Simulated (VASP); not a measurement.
Crystal: Ti.

```
CELL_PARAMETERS angstrom
4.60000 0.00000 0.00000
-2.30000 3.98372 0.00000
0.00000 0.00000 2.82000
ATOMIC_POSITIONS crystal
Ti 0.00000 0.00000 0.00000
Ti 0.33333 0.66667 0.50000
Ti 0.66667 0.33333 0.50000
```

This isn't the form of Ti at room conditions, which is hcp.

```yaml
Program: VASP 6.6.1
Task: relaxation of cell and atoms
Functional: PBEsol
Potentials_or_basis: VASP PAW PBE potentials, release 64 (Ti_sv)
Cutoff: 600 eV
k_mesh: 7 × 7 × 10
Occupations: methfessel-paxton, width 0.1 eV
Spin: no spin polarisation
```

At the start: pressure -5.1 GPa; volume 17.23 Å³/atom.

Task: How do energy, volume and symmetry change on relaxing?

Result: Over 4 steps the energy falls by 14.0 meV/atom and the volume is 16.43 Å³/atom (-4.6 %); space group P6/mmm (No. 191, to 0.1 Å) before and after.

Step by step:
```tsv
step	energy change (eV)	largest force (eV/Å)	pressure (GPa)	volume (Å³)
1	0.0000	0.0000	-5.10	51.68
2	-0.0213	0.0000	4.18	47.69
3	-0.0411	0.0000	0.09	49.26
4	-0.0419	0.0000	0.02	49.28
```

Final structure:
```cif
data_structure
_symmetry_space_group_name_H-M 'P 1'
_symmetry_Int_Tables_number 1
_cell_length_a 4.5112
_cell_length_b 4.5112
_cell_length_c 2.7963
_cell_angle_alpha 90.000
_cell_angle_beta 90.000
_cell_angle_gamma 120.000
_cell_volume 49.28
loop_
_atom_site_label
_atom_site_type_symbol
_atom_site_fract_x
_atom_site_fract_y
_atom_site_fract_z
_atom_site_occupancy
Ti1 Ti 0.00000 0.00000 0.00000 1
Ti2 Ti 0.33333 0.66667 0.50000 1
Ti3 Ti 0.66667 0.33333 0.50000 1
```

Caveat: the PAW data sets were made with another functional, which shifts forces and pressure a little.
